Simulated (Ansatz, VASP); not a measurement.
# Two plane-wave programs on Nb

```
CELL_PARAMETERS angstrom
0.00000 2.06424 2.06424
2.06424 0.00000 2.06424
2.06424 2.06424 0.00000
ATOMIC_POSITIONS crystal
Nb 0.00000 0.00000 0.00000
```

Alike in both runs: task single point; functional RPBE; k mesh 21 × 21 × 21; occupations fermi-dirac, width 0.1 eV; no spin polarisation.

|  | VASP | Ansatz |
| --- | --- | --- |
| version | VASP 6.6.1 | Ansatz 0.2.0 |
| potentials or method | VASP PAW PBE potentials, release 64 (Nb_sv), cutoff 520 eV | plane waves (420 eV) with PAW, scalar-relativistic |
| valence electrons in the cell | 13 | 13 |

```csv
,VASP,Ansatz,Ansatz less VASP
pressure (GPa),14.6,15.0,+0.36
```

VASP's potentials were made for PBE, not for RPBE.
